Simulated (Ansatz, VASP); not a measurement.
One calculation of Ca, two programs

```xyz
1
Lattice="0.0000 2.7841 2.7841 2.7841 0.0000 2.7841 2.7841 2.7841 0.0000" Properties=species:S:1:pos:R:3 pbc="T T T"
Ca    0.0000    0.0000    0.0000
```

Alike in both runs: functional r2SCAN; k mesh 12 × 12 × 12; occupations gaussian, width 0.1 eV; no spin polarisation.

Ansatz relaxed the structure, and its values are those at the end. VASP's run is a single point on that final structure, the one shown.

|  | VASP | Ansatz |
| --- | --- | --- |
| version | VASP 6.6.1 | Ansatz 0.2.0 |
| potentials or method | VASP PAW PBE potentials, release 64 (Ca_sv), cutoff 520 eV | scalar-relativistic, plane waves, PAW |
| valence electrons in the cell | 10 | 10 |

|  | VASP | Ansatz | Ansatz less VASP |
| --- | --- | --- | --- |
| gap on the k mesh at the Fermi level (eV) | none | none | - |
| pressure (GPa) | 0.0 | 0.0 | -0.05 |

VASP's potentials were made for PBE, not for r2SCAN. A gap of «none» marks a metal or a gap that the smearing closes.
